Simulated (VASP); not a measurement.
Wanted: the native input for a VASP 6.6.1 run.

* Task: single point
* Functional: PBE
* Dispersion: D3(BJ)
* Potentials or basis: VASP PAW PBE potentials, release 64 (Ti_sv, Te)
* Cutoff: 520 eV
* k mesh: 15 × 15 × 8
* Occupations: gaussian, width 0.1 eV
* Spin: no spin polarisation
* Dipole correction: no
* Further INCAR settings: ALGO = Normal; EDIFF = 1e-06; NBANDS = 19

The structure of TiTe2 lies in POSCAR:

```
TiTe2
1.0
    3.6654371182      0.0000000000      0.0000000000
   -1.8327185591      3.1743616603      0.0000000000
    0.0000000000      0.0000000000      6.2993018872
Ti Te
1 2
Direct
    0.0000000000      0.0000000000      0.0000000000
    0.6666666667      0.3333333333      0.2751187621
    0.3333333333      0.6666666667      0.7248812379
```

One way to write it, as run:

INCAR

```
SYSTEM = TiTe2
PREC = Accurate
ENCUT = 520
EDIFF = 1E-6
ISMEAR = 0
SIGMA = 0.1
LREAL = .FALSE.
LASPH = .TRUE.
NELM = 60
ALGO = Normal
ISIF = 2
LWAVE = .FALSE.
LCHARG = .FALSE.
GGA = PE
IVDW = 12
NBANDS = 19
```

KPOINTS

```
Automatic mesh
0
G
  15 15 8
  0 0 0
```

Potentials or basis: VASP PAW PBE potentials, release 64 (Ti_sv, Te).

The run is started by

```console
$ cat potpaw_PBE.64/Ti_sv/POTCAR potpaw_PBE.64/Te/POTCAR > POTCAR
$ mpirun -np 1 vasp_std > vasp.out
```

Results of the run:

| Item | Value |
| --- | --- |
| Pressure | 1.3 GPa |
| Largest force | 0.006 eV/Å |
| Band gap on the k mesh | zero (bands 12 and 13 overlap by 0.87 eV) |
| Dispersion energy per atom | -0.539 eV |

Caveat: spin-orbit coupling is left out, which moves the levels of the heavy elements.

Wall time 7 min on 1 thread of Intel Xeon 8259CL, on a shared host, peak memory 0.4 GiB.
